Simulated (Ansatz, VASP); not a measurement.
## CsEu3: VASP beside Ansatz

```
CELL_PARAMETERS angstrom
0.00000 4.70408 4.70408
4.70408 0.00000 4.70408
4.70408 4.70408 0.00000
ATOMIC_POSITIONS crystal
Eu 0.50000 0.50000 0.50000
Eu 0.75000 0.75000 0.75000
Eu 0.25000 0.25000 0.25000
Cs 0.00000 0.00000 0.00000
```

Alike in both runs: task single point; functional PBE; k mesh 5 × 5 × 5; occupations fermi-dirac, width 0.05 eV; collinear spin.

|  | VASP | Ansatz |
| --- | --- | --- |
| version | VASP 6.6.1 | Ansatz 0.2.0 |
| potentials or method | VASP PAW PBE potentials, release 64 (Eu, Cs_sv) | Ansatz PAW |
| plane-wave cutoff (eV) | 520 | 420 |
| valence electrons in the cell | 60 | 60 |

|  | VASP | Ansatz | Ansatz less VASP |
| --- | --- | --- | --- |
| gap on the k mesh at the Fermi level (eV) | none | none | - |
| pressure (GPa) | 0.0 | 0.2 | +0.16 |
| net moment per atom (μB) | 5.70 | 5.72 | +0.023 |
| size of the moment on the site where the two differ most (μB) | 6.75 | 7.20 | +0.450 |

Site moments also hang on the region over which each program counts them. A gap of «none» marks a metal or a gap that the smearing closes.

Neither program's run includes spin-orbit coupling. Noted on VASP's run: too few bands were computed for a metal, which touches its energy and stress.
